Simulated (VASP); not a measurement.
Here is a VASP 6.6.1 calculation.

The input INCAR:

```
SYSTEM = InSe
  PREC = Accurate
  ENCUT = 520
  EDIFF = 1E-6
  ISMEAR = 0
  SIGMA = 0.05
  LREAL = .FALSE.
  LASPH = .TRUE.
  NELM = 100
  ALGO = Normal
  ISIF = 2
  LWAVE = .FALSE.
  LCHARG = .FALSE.
  GGA = PS
  NBANDS = 27
```

Contents of KPOINTS:

```
Automatic mesh
0
G
  8 8 6
  0 0 0
```

Contents of POSCAR:

```
InSe
1.0
    5.8749264423     -2.0552742521     -0.0052948673
    5.8749264423      2.0552742521     -0.0052948673
   -1.6051187023      0.0000000000      4.2720903652
In Se
2 2
Direct
    0.8870821621      0.8870821621      0.0384202034
    0.1141973411      0.1141973411      0.9709460661
    0.6547212217      0.6547212217      0.6374867706
    0.3452787783      0.3452787783      0.3625132294
```

Potentials or basis: VASP PAW PBE potentials, release 64 (In_d, Se).

Launch:

```bash
$ cat potpaw_PBE.64/In_d/POTCAR potpaw_PBE.64/Se/POTCAR > POTCAR
$ mpirun -np 1 vasp_std > vasp.out
```

Estimate the pressure.

0.2 GPa.

Estimate the band gap on the k mesh.

0.69 eV (least direct gap 1.01 eV).

Forces in eV/Å, atoms in the order of the input:
```
In   0.033  0.000 -0.165
In  -0.041  0.000 -0.016
Se   0.071  0.000  0.057
Se  -0.063  0.000  0.125
```

Caveat: the cell differs from its parent crystal (atom 1 (In) moved +0.040 Å along Cartesian [0 0 1]); the PAW data sets were made with another functional, which shifts forces and pressure a little; spin-orbit coupling is left out, which moves the levels of the heavy elements. A k mesh can miss the band edges.
